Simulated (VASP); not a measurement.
# Zr3P2 (P4/mbm) in VASP: single point with PBE

Aim: the single point of Zr3P2 with PBE.

Everything below comes from runs of VASP 6.6.1. Logs are shortened: lines on timing, memory, paths and dates and some standing lists are left out, and cuts for length are marked.

## Step 1: The cell of the first run

The structure is tetragonal, space group P4/mbm (No. 127). The conventional cell has a = 7.018 Å, b = 7.018 Å, c = 3.636 Å, α = 90.00°, β = 90.00°, γ = 90.00°. Within 3.6 Å of Zr (site symmetry 4/m) lie 4 P at 2.71 Å and 8 Zr at 3.20 Å. Within 3.5 Å of Zr (site symmetry m2m) lie 6 P at 2.69 to 2.79 Å and 5 Zr at 3.20 Å. P (site symmetry m2m) has 8 Zr at 2.69 to 2.79 Å and 1 P at 2.76 Å within 3.5 Å.

## Step 2: Single point, PBE, collinear spin, ferromagnetic start

Input file INCAR:

```
SYSTEM = Zr3P2
PREC = Accurate ; ENCUT = 520
EDIFF = 1E-7 ; ISMEAR = 0
SIGMA = 0.1 ; LREAL = .FALSE.
LASPH = .TRUE. ; NELM = 150
ALGO = Normal ; ISIF = 2
LWAVE = .FALSE. ; LCHARG = .FALSE.
ISPIN = 2 ; MAGMOM = 1 1 1 1 1 1 0 0 0 0
LORBIT = 11 ; LMAXMIX = 4
GGA = PE ; NBANDS = 61
```

Input file KPOINTS:

```
regular mesh
0
G
  4 4 6
  0 0 0
```

Input file POSCAR:

```
Zr3P2
1.0
    7.0180055167      0.0000000000      0.0000000000
    0.0000000000      7.0180055167      0.0000000000
    0.0000000000      0.0000000000      3.6362840325
Zr P
6 4
Direct
    0.0000000000      0.0000000000      0.0000000000
    0.5000000000      0.5000000000      0.0000000000
    0.1613260020      0.6613260020      0.5000000000
    0.3386739980      0.1613260020      0.5000000000
    0.8386739980      0.3386739980      0.5000000000
    0.6613260020      0.8386739980      0.5000000000
    0.6391580664      0.1391580664      0.0000000000
    0.8608419336      0.6391580664      0.0000000000
    0.3608419336      0.8608419336      0.0000000000
    0.1391580664      0.3608419336      0.0000000000
```

Potentials or basis: VASP PAW PBE potentials, release 64 (Zr_sv, P).

Command:

```
cat potpaw_PBE.64/Zr_sv/POTCAR potpaw_PBE.64/P/POTCAR > POTCAR
mpirun -np 1 vasp_std > vasp.out
```

OUTCAR:

```text
SYSTEM = Zr3P2
   PREC = Accurate
   ENCUT = 520
   EDIFF = 1E-7
   ISMEAR = 0
   LREAL = .FALSE.
   LASPH = .TRUE.
   NELM = 150
   ISIF = 2
   ISPIN = 2
   LORBIT = 11
   GGA = PE

 ion  position               nearest neighbor table
   1  0.000  0.000  0.000-   7 2.71   8 2.71   9 2.71  10 2.71   3 3.20   4 3.20   5 3.20   6 3.20
                             3 3.20   4 3.20   5 3.20   6 3.20
   2  0.500  0.500  0.000-   7 2.71   8 2.71   9 2.71  10 2.71   3 3.20   4 3.20   5 3.20   6 3.20
                             3 3.20   4 3.20   5 3.20   6 3.20
   3  0.161  0.661  0.500-   9 2.69   9 2.69  10 2.79   8 2.79   8 2.79  10 2.79   2 3.20   2 3.20
                             1 3.20   1 3.20   5 3.20   4 3.72   6 3.72   4 3.72   6 3.72
   4  0.339  0.161  0.500-  10 2.69  10 2.69   7 2.79   7 2.79   9 2.79   9 2.79   2 3.20   2 3.20
                             1 3.20   1 3.20   6 3.20   5 3.72   3 3.72   3 3.72   5 3.72
   5  0.839  0.339  0.500-   7 2.69   7 2.69  10 2.79   8 2.79   8 2.79  10 2.79   2 3.20   2 3.20
                             1 3.20   1 3.20   3 3.20   4 3.72   6 3.72   6 3.72   4 3.72
   6  0.661  0.839  0.500-   8 2.69   8 2.69   9 2.79   7 2.79   7 2.79   9 2.79   2 3.20   2 3.20
                             1 3.20   1 3.20   4 3.20   3 3.72   5 3.72   5 3.72   3 3.72
   7  0.639  0.139  0.000-   5 2.69   5 2.69   1 2.71   2 2.71   9 2.76   4 2.79   4 2.79   6 2.79
                             6 2.79
   8  0.861  0.639  0.000-   6 2.69   6 2.69   1 2.71   2 2.71  10 2.76   5 2.79   3 2.79   5 2.79
                             3 2.79
   9  0.361  0.861  0.000-   3 2.69   3 2.69   1 2.71   2 2.71   7 2.76   4 2.79   6 2.79   4 2.79
                             6 2.79
  10  0.139  0.361  0.000-   4 2.69   4 2.69   1 2.71   2 2.71   8 2.76   3 2.79   3 2.79   5 2.79
                             5 2.79

  LATTYP: Found a simple tetragonal cell.
 ALAT       =     7.0180055167
 C/A-ratio  =     0.5181363884

  Lattice vectors:

 A1 = (   7.0180055167,   0.0000000000,   0.0000000000)
 A2 = (   0.0000000000,   7.0180055167,   0.0000000000)
 A3 = (   0.0000000000,   0.0000000000,   3.6362840325)

Analysis of symmetry for initial positions (statically):
=====================================================================
 Subroutine PRICEL returns:
 Original cell was already a primitive cell.

 Routine SETGRP: Setting up the symmetry group for a
 simple tetragonal supercell.

 Subroutine GETGRP returns: Found 16 space group operations
 (whereof  8 operations were pure point group operations)
 out of a pool of 16 trial point group operations.

The static configuration has the point symmetry C_4h.
 The point group associated with its full space group is D_4h.

Analysis of symmetry for dynamics (positions and initial velocities):
=====================================================================
 Subroutine PRICEL returns:
 Original cell was already a primitive cell.

 Routine SETGRP: Setting up the symmetry group for a
 simple tetragonal supercell.

 Subroutine GETGRP returns: Found 16 space group operations
 (whereof  8 operations were pure point group operations)
 out of a pool of 16 trial point group operations.

The dynamic configuration has the point symmetry C_4h.
 The point group associated with its full space group is D_4h.

Analysis of structural, dynamic, and magnetic symmetry:
=====================================================================
 Subroutine PRICEL returns:
 Original cell was already a primitive cell.

 Routine SETGRP: Setting up the symmetry group for a
 simple tetragonal supercell.

 Subroutine GETGRP returns: Found 16 space group operations
 (whereof  8 operations were pure point group operations)
 out of a pool of 16 trial point group operations.

The overall configuration has the point symmetry C_4h.
 The point group associated with its full space group is D_4h.

 Subroutine INISYM returns: Found 16 space group operations
 (whereof  8 operations are pure point group operations),
 and found     1 'primitive' translations

----------------------------------------------------------------------------------------

                                     Primitive cell

  volume of cell :     179.0957

  direct lattice vectors                    reciprocal lattice vectors
     7.018005517  0.000000000  0.000000000     0.142490626  0.000000000  0.000000000
     0.000000000  7.018005517  0.000000000     0.000000000  0.142490626  0.000000000
     0.000000000  0.000000000  3.636284032     0.000000000  0.000000000  0.275006020

  length of vectors
[... 98 lines left out ...]
   LREAL  =      F    real-space projection
   EDIFFG = 0.1E-05   stopping-criterion for IOM
   NSW    =      0    number of steps for IOM
   IBRION =     -1    ionic relax: 0-MD 1-quasi-New 2-CG
   NFREE  =      0    steps in history (QN), initial steepest desc. (CG)
   ISIF   =      2    stress and relaxation
   ISYM   =      2    0-nonsym 1-usesym 2-fastsym
   POTIM  = 0.5000    time-step for ionic-motion
   TEBEG  =    0.0;   TEEND  =   0.0 temperature during run
   PSTRESS=    0.0 pullay stress
   NELECT =      92.0000    total number of electrons
   NUPDOWN=      -1.0000    fix difference up-down
   EMIN   =  10.00;   EMAX   =-10.00  energy-range for DOS
   EFERMI =   0.00;   METHOD = LEGACY
   ISMEAR =     0;   SIGMA  =   0.10  broadening in eV -4-tet -1-fermi 0-gaus
   EFERMI_NEDOS =   21; number of points for ismear=-14 and -15
   IALGO  =     38    algorithm
   IMIX   =      4    mixing-type and parameters
     AMIX     =   0.40;   BMIX     =  1.00
     AMIX_MAG =   1.60;   BMIX_MAG =  1.00
  volume/ion in A,a.u.               =      17.91       120.86
  Fermi-wavevector in a.u.,A,eV,Ry     =   1.311120  2.477657 23.388892  1.719035
  Thomas-Fermi vector in A             =   2.441603
   LORBIT       =     11    0 simple, 1 ext, 2 COOP (PROOUT), +10 PAW based schemes
   GGA     = PE    functional components
   LHFCALC =     F    Hartree Fock is set to
   AEXX    =    0.0000 exact exchange contribution
   IVDW    =     0    specifies the selected vdW correction
   LEPSILON=     F    determine dielectric tensor
   LRPA    =     F    only Hartree local field effects (RPA)
 spin polarized calculation
 Gauss-broadening in eV      SIGMA  =   0.10
  energy-cutoff  :      520.00
  volume of cell :      179.10
 maximum number of plane-waves:      4852
 NGX is ok and might be reduce to    54
   NGX = 27   NGY = 27   NGZ = 13

 number of electron      92.0000009 magnetization      -0.0065564

 number of electron      92.0000009 magnetization       0.0000742

 Free energy of the ion-electron system (eV)
  ---------------------------------------------------
  ext. energy  EPLUGINS =         0.00000000
  ---------------------------------------------------
  free energy    TOTEN  =       -85.06230145 eV

  energy without entropy =      -85.03982402  energy(sigma->0) =      -85.05106274

 E-fermi :  10.5433     XC(G=0): -11.6221

 val. band max:       10.5354057286   @ k =   0.0000   0.0000   0.0000
 cond. band min:      10.5550160429   @ k =   0.5000   0.5000   0.0000
 fundamental gap:      0.0196103143
 Fermi energy:        10.5432900248

 spin component 1

 k-point     1 :       0.0000    0.0000    0.0000
  band No.  band energies     occupation
      1     -38.4412      1.00000
      2     -38.4092      1.00000
      3     -38.3920      1.00000
      4     -38.3920      1.00000
      5     -38.1474      1.00000
      6     -38.1307      1.00000
[... 1453 lines left out ...]
     57      13.6284      0.00000
     58      13.6284      0.00000
 Fermi energy:        10.5432900248

 spin component 2

 k-point     1 :       0.0000    0.0000    0.0000
  band No.  band energies     occupation
      1     -38.4412      1.00000
      2     -38.4092      1.00000
      3     -38.3920      1.00000
      4     -38.3920      1.00000
      5     -38.1474      1.00000
      6     -38.1307      1.00000
[... 1453 lines left out ...]
     57      13.6284      0.00000
     58      13.6284      0.00000
 [bands above 58 left out]

------------------------ aborting loop because EDIFF is reached ----------------------------------------

  FORCE on cell =-STRESS in cart. coord.  units (eV):
  Direction    XX          YY          ZZ          XY          YZ          ZX
  --------------------------------------------------------------------------------------
  -------------------------------------------------------------------------------------
  Total       -0.0175930     -0.0175930     -0.0867354      0.0000000      0.0000000     -0.0000000
  in kB       -0.1573861     -0.1573861     -0.7759290      0.0000000      0.0000000     -0.0000000
  external PRESSURE =      -0.3635671 kB  Pullay stress =       0.0000000 kB

 VOLUME and BASIS-vectors are now :
 -----------------------------------------------------------------------------
  energy-cutoff  :      520.00
  volume of cell :      179.10
      direct lattice vectors                 reciprocal lattice vectors
     7.018005517  0.000000000  0.000000000     0.142490626  0.000000000  0.000000000
     0.000000000  7.018005517  0.000000000     0.000000000  0.142490626  0.000000000
     0.000000000  0.000000000  3.636284032     0.000000000  0.000000000  0.275006020

 POSITION                                       TOTAL-FORCE (eV/Angst)
 -----------------------------------------------------------------------------------
      0.00000      0.00000      0.00000        -0.000000     -0.000000     -0.000000
      3.50900      3.50900      0.00000        -0.000000     -0.000000     -0.000000
      1.13219      4.64119      1.81814        -0.000345     -0.000345     -0.000000
      2.37682      1.13219      1.81814         0.000345     -0.000345      0.000000
      5.88582      2.37682      1.81814         0.000345      0.000345     -0.000000
      4.64119      5.88582      1.81814        -0.000345      0.000345     -0.000000
      4.48561      0.97661      0.00000         0.000351      0.000351      0.000000
      6.04139      4.48561      0.00000        -0.000351      0.000351     -0.000000
      2.53239      6.04139      0.00000        -0.000351     -0.000351     -0.000000
      0.97661      2.53239      0.00000         0.000351     -0.000351      0.000000
 -----------------------------------------------------------------------------------
    total drift:                                0.000000      0.000000     -0.000000

  FREE ENERGIE OF THE ION-ELECTRON SYSTEM (eV)
  ---------------------------------------------------
  free  energy   TOTEN  =       -85.0623014522 eV

  energy  without entropy=      -85.0398240185  energy(sigma->0) =      -85.05106274

 total charge

# of ion       s       p       d       tot
------------------------------------------
    1        2.176   5.991   1.695   9.862
    2        2.176   5.991   1.695   9.862
    3        2.153   5.986   1.701   9.839
    4        2.153   5.986   1.701   9.839
    5        2.153   5.986   1.701   9.839
    6        2.153   5.986   1.701   9.839
    7        1.012   1.504   0.000   2.517
    8        1.012   1.504   0.000   2.517
    9        1.012   1.504   0.000   2.517
   10        1.012   1.504   0.000   2.517
--------------------------------------------------
tot         17.011  41.944  10.193  69.147

 magnetization (x)

# of ion       s       p       d       tot
------------------------------------------
    1       -0.000   0.000   0.000   0.000
    2       -0.000   0.000   0.000   0.000
    3       -0.000   0.000  -0.000  -0.000
    4       -0.000   0.000  -0.000  -0.000
    5       -0.000   0.000  -0.000  -0.000
    6       -0.000   0.000  -0.000  -0.000
    7       -0.000  -0.000   0.000  -0.000
    8       -0.000  -0.000   0.000  -0.000
    9       -0.000  -0.000   0.000  -0.000
   10       -0.000  -0.000   0.000  -0.000
--------------------------------------------------
tot         -0.000   0.000   0.000   0.000
```

It took 13 min on 1 thread of Oxide Virtual Turin-like, shared host; peak memory 0.5 GiB.

What came out:

```
Free energy                                           : -85.0623 eV
Pressure                                              : 0.0 GPa
Band gap on the k mesh                                : zero (filled and empty bands overlap)
Net moment                                            : 0.00 μB per cell
Valence electrons inside the program's atomic spheres : Zr 9.86, 9.84; P 2.52
```

Levels at points of the mesh, in eV from the Fermi level:
Spin up:
```tsv
k point	band 42	band 43	band 44	band 45	band 46	band 47	band 48	band 49	band 50	band 51
(0.00, 0.00, 0.00)	-1.77	-1.33	-1.26	-0.01	0.26	0.43	0.56	0.56	1.09	1.09
(0.50, 0.00, 0.00)	-2.23	-0.28	-0.28	-0.25	-0.25	-0.09	-0.09	0.79	0.79	0.89
(0.50, 0.50, 0.00)	-1.69	-1.61	-1.61	-0.53	-0.53	0.01	0.01	1.26	1.26	1.27
(0.00, 0.00, 0.50)	-1.83	-1.25	-0.72	-0.64	-0.08	-0.04	-0.04	0.22	0.31	2.00
(0.50, 0.00, 0.50)	-1.81	-1.03	-1.03	-0.34	-0.34	0.61	0.61	1.75	1.75	1.78
(0.50, 0.50, 0.50)	-1.25	-1.19	-1.19	-1.02	-1.02	0.63	0.63	2.06	2.06	2.55
```
Spin down:
```tsv
k point	band 42	band 43	band 44	band 45	band 46	band 47	band 48	band 49	band 50	band 51
(0.00, 0.00, 0.00)	-1.77	-1.33	-1.26	-0.01	0.26	0.43	0.56	0.56	1.09	1.09
(0.50, 0.00, 0.00)	-2.23	-0.28	-0.28	-0.25	-0.25	-0.09	-0.09	0.79	0.79	0.89
(0.50, 0.50, 0.00)	-1.69	-1.61	-1.61	-0.53	-0.53	0.01	0.01	1.26	1.26	1.27
(0.00, 0.00, 0.50)	-1.83	-1.25	-0.72	-0.64	-0.08	-0.04	-0.04	0.22	0.31	2.00
(0.50, 0.00, 0.50)	-1.81	-1.03	-1.03	-0.34	-0.34	0.61	0.61	1.75	1.75	1.78
(0.50, 0.50, 0.50)	-1.25	-1.19	-1.19	-1.02	-1.02	0.63	0.63	2.06	2.06	2.55
```
